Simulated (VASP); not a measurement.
## Sc: single point with LDA

Crystal: Sc.

```
Sc
1.0
     2.81587    0.00000    0.00000
     0.00000    2.81587    0.00000
     0.00000    0.00000    2.81587
Sc
1
Direct
  0.00000 0.00000 0.00000
```

This isn't the form of Sc at room conditions, which is hcp.

- Program: VASP 6.6.1
- Task: single point
- Functional: LDA
- Potentials or basis: VASP PAW LDA potentials, release 64 (Sc_sv)
- Cutoff: 520 eV
- k mesh: 12 × 12 × 12
- Occupations: fermi-dirac, width 0.1 eV
- Spin: no spin polarisation
- Dipole correction: no
- Further INCAR settings: ALGO = Normal; EDIFF = 1e-07; NBANDS = 12

| Property | Result |
| --- | --- |
| Pressure | 1.7 GPa |
| Band gap on the k mesh | zero (an odd number of electrons rules out a gap without spin polarisation) |

Levels at points of the mesh, in eV from the Fermi level:
```
           k point  band 4  band 5  band 6  band 7  band 8  band 9
(0.00, 0.00, 0.00)  -27.32   -5.18   -0.69   -0.69    4.45    4.45
(0.50, 0.00, 0.00)  -27.24   -1.60   -0.21    0.03    2.54    2.54
(0.50, 0.50, 0.00)  -27.17   -2.17    0.33    2.98    2.98    4.50
(0.50, 0.50, 0.50)  -27.92   -0.69   -0.69   -0.69    5.70    5.70
```

It took 21 s on 1 thread of Intel Xeon 8259CL, on a shared host, peak memory 0.14 GiB.
